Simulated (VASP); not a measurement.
Crystal: VN.

```xyz
2
Lattice="0.0000 2.0921 2.0921 2.0921 0.0000 2.0921 2.0921 2.0921 0.0000" Properties=species:S:1:pos:R:3 pbc="T T T"
V     2.0921    2.0921    2.0921
N     0.0000    0.0000    0.0000
```

| Property | Result |
| --- | --- |
| Program | VASP 6.6.1 |
| Task | relaxation of cell and atoms |
| Functional | PBE |
| Potentials or basis | VASP PAW PBE potentials, release 64 (V_sv, N) |
| Cutoff | 600 eV |
| k mesh | 8 × 8 × 8 |
| Occupations | gaussian, width 0.1 eV |
| Spin | no spin polarisation |

At the start: pressure -13.3 GPa; volume 9.16 Å³/atom.

How do energy, volume and symmetry change on relaxing?

Over 3 steps the energy falls by 18.2 meV/atom and the volume is 8.74 Å³/atom (-4.5 %); space group Fm-3m (No. 225, to 0.05 Å).

Step by step:
```csv
step,energy change (eV),largest force (eV/Å),pressure (GPa),volume (Å³)
1,0.0000,0.0000,-13.33,18.31
2,0.0409,0.0000,23.73,16.37
3,-0.0364,0.0000,-0.24,17.49
```

Final structure:
```
CELL_PARAMETERS angstrom
0.00000 2.06015 2.06015
2.06015 0.00000 2.06015
2.06015 2.06015 0.00000
ATOMIC_POSITIONS crystal
V 0.50000 0.50000 0.50000
N 0.00000 0.00000 0.00000
```

Caveat: the run has no spin polarisation, though such a crystal can be magnetic.
